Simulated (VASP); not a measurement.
The system is CdSe.

```
Cd Se
1.0
     0.00000    3.07027    3.07027
     3.07027    0.00000    3.07027
     3.07027    3.07027    0.00000
Cd Se
1 1
Direct
  0.00000 0.00000 0.00000
  0.75000 0.75000 0.75000
```

* Program: VASP 6.6.1
* Task: relaxation of cell and atoms
* Functional: PBEsol
* Potentials or basis: VASP PAW PBE potentials, release 64 (Cd, Se)
* Cutoff: 600 eV
* k mesh: 14 × 14 × 14
* Occupations: fermi-dirac, width 0.05 eV
* Spin: no spin polarisation

At the start: pressure -1.1 GPa; volume 28.94 Å³/atom.

Question: How do energy, volume and symmetry change on relaxing?

Answer: Over 4 steps the energy falls by 2.5 meV/atom and the volume is 28.28 Å³/atom (-2.3 %); space group F-43m (No. 216, to 0.05 Å).

Step by step:
```
step  energy change (eV)  largest force (eV/Å)  pressure (GPa)  volume (Å³)
   1              0.0000                0.0000           -1.15        57.88
   2             -0.0045                0.0000            0.33        56.17
   3             -0.0049                0.0000            0.02        56.54
   4             -0.0049                0.0000            0.00        56.56
```

Final structure:
```
CELL_PARAMETERS angstrom
0.00000 3.04671 3.04671
3.04671 0.00000 3.04671
3.04671 3.04671 0.00000
ATOMIC_POSITIONS crystal
Cd 0.00000 0.00000 0.00000
Se 0.75000 0.75000 0.75000
```

Caveat: the PAW data sets were made with another functional, which shifts forces and pressure a little.
